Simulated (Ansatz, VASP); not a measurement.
**Ag2HCl2 in VASP and in Ansatz**

The input INCAR:

```
SYSTEM = Ag2HCl2
PREC = Accurate ; ENCUT = 520
EDIFF = 1E-6 ; ISMEAR = 0
SIGMA = 0.05 ; LREAL = .FALSE.
LASPH = .TRUE. ; NELM = 150
ALGO = Normal ; ISIF = 2
LWAVE = .FALSE. ; LCHARG = .FALSE.
ISPIN = 2 ; MAGMOM = 0 0 0 0 1
LORBIT = 11 ; LMAXMIX = 4
LDIPOL = .TRUE. ; IDIPOL = 3
DIPOL = 0.5 0.5 0.307 ; GGA = PE
IVDW = 12 ; NBANDS = 30
```

File KPOINTS:

```
regular mesh
0
G
  7 7 1
  0 0 0
```

Contents of POSCAR:

```
Ag2HCl2
1.0
    3.8966246593      0.0000000000      0.0000000000
    0.0000000000      3.8966246593      0.0000000000
    0.0000000000      0.0000000000     20.1478735173
Ag Cl H
2 2 1
Direct
    0.0000000000      0.0000000000      0.1985321179
    0.5000000000      0.5000000000      0.3337564577
    0.5000000000      0.5000000000      0.1985321179
    0.0000000000      0.0000000000      0.3398807081
    0.0000000000      0.1250000000      0.4639632817
```

Input for Ansatz:

```yaml
crystal:
  lattice:
    - [3.8966246593, 0.0, 0.0]
    - [0.0, 3.8966246593, 0.0]
    - [0.0, 0.0, 20.1478735173]
  atoms:
    - { symbol: Ag, position: [0.0, 0.0, 0.1985321179] }
    - { symbol: Cl, position: [0.5, 0.5, 0.1985321179] }
    - { symbol: Ag, position: [0.5, 0.5, 0.3337564577] }
    - { symbol: Cl, position: [0.0, 0.0, 0.3398807081] }
    - { symbol: H, position: [0.0, 0.125, 0.4639632817], spin: 1.0 }
basis:
  ecutwfc: 420
kpoints:
  mp_grid: { grid: [7, 7, 1] }
hamiltonian:
  xc: pbe
  dispersion: d3bj
scf:
  occupations: { method: gaussian, width: 0.05 }
output:
  forces: true
  eigenvalues: true
  populations: true
magnetization:
  spin_polarized: true
efield:
  axis: 3
  dipole_correction: true
  ramp_width: 0.04
```

Alike in both runs: task single point; functional PBE; dispersion D3(BJ); k mesh 7 × 7 × 1; occupations gaussian, width 0.05 eV; collinear spin.

```csv
,VASP,Ansatz
version,VASP 6.6.1,Ansatz 0.2.0
potentials or method,"VASP PAW PBE potentials, release 64 (Ag, Cl, H), cutoff 520 eV","scalar-relativistic, plane waves, PAW"
valence electrons in the cell,37,53
```

```csv
,VASP,Ansatz,Ansatz less VASP
gap on the k mesh at the Fermi level (eV),1.03,1.03,+0.005
least direct gap on the mesh (eV),2.12,2.12,+0.001
rms of the force components (eV/Å),0.105,0.105,-0.0006
net moment per atom (μB),0.20,0.20,0.000
size of the moment on the site where the two differ most (μB),0.37,0.77,+0.397
```

Site moments also hang on the region over which each program counts them. VASP's potentials hold 37 valence electrons a cell and Ansatz's 53, so a difference there can come from the potentials and not from the codes.
